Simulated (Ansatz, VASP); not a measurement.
# One calculation of SiC, two programs

POSCAR

```
SiC
1.0
    3.0747345548      0.0000000000      0.0000000000
   -1.5373672774      2.6627982343      0.0000000000
    0.0000000000      0.0000000000      5.0465869731
Si C
2 2
Direct
    0.3333333333      0.6666666667      0.0045948562
    0.6666666667      0.3333333333      0.5045948562
    0.3333333333      0.6666666667      0.3804051438
    0.6666666667      0.3333333333      0.8804051438
```

INCAR.step1

```
ALGO = Normal
EDIFF = 1E-4
ENCUT = 600
GGA = PE
ISMEAR = 0
LASPH = T
LCHARG = F
LREAL = F
LWAVE = T
NELM = 80
PREC = Accurate
SIGMA = 0.02
```

INCAR.step2

```
ALGO = Normal
EDIFF = 1E-6
EDIFFG = -0.005
ENCUT = 600
IBRION = 2
ISIF = 3
ISMEAR = 0
ISTART = 1
LASPH = T
LCHARG = F
LMIXTAU = T
LREAL = F
LWAVE = F
METAGGA = R2SCAN
NELM = 80
NSW = 100
PREC = Accurate
SIGMA = 0.02
```

The input KPOINTS:

```
k-points
0
Gamma
  9 9 6
```

Input for Ansatz:

```yaml
crystal:
  lattice:
    - [3.0747345548, 0.0, 0.0]
    - [-1.5373672774, 2.6627982343, 0.0]
    - [0.0, 0.0, 5.0465869731]
  atoms:
    - { symbol: Si, position: [0.3333333333, 0.6666666667, 0.0045948562] }
    - { symbol: Si, position: [0.6666666667, 0.3333333333, 0.5045948562] }
    - { symbol: C, position: [0.3333333333, 0.6666666667, 0.3804051438] }
    - { symbol: C, position: [0.6666666667, 0.3333333333, 0.8804051438] }
basis:
  ecutwfc: 500
kpoints:
  mp_grid: { grid: [9, 9, 6] }
hamiltonian:
  xc: r2scan
scf:
  occupations: { method: gaussian, width: 0.02 }
output:
  forces: true
  stress: true
  eigenvalues: true
relax:
  adjacent_minimum: "off"
  f_tol: 0.005
  max_steps: 80
  cell: { stress_tol: 0.05 }
```

Alike in both runs: task relaxation of cell and atoms; functional r2SCAN; k mesh 9 × 9 × 6; occupations gaussian, width 0.02 eV; no spin polarisation.

```csv
,VASP,Ansatz
version,VASP 6.6.1,Ansatz 0.2.0
potentials or method,"VASP PAW PBE potentials, release 64 (Si, C), cutoff 600 eV","scalar-relativistic, plane waves, PAW"
valence electrons in the cell,16,16
```

VASP gave:

| Item | Value |
| --- | --- |
| gap on the k mesh at the Fermi level, each at its own relaxed structure (eV) | 2.66 |
| relaxed volume (Å³/atom) | 10.32 |
| relaxed length of the cell vector where the two differ most in proportion (Å) | 3.074 |

Question: Estimate Ansatz's values.

Answer: gap on the k mesh at the Fermi level, each at its own relaxed structure (eV): 2.65; relaxed volume (Å³/atom): 10.34; relaxed length of the cell vector where the two differ most in proportion (Å): 3.075.

VASP's potentials were made for PBE, not for r2SCAN.
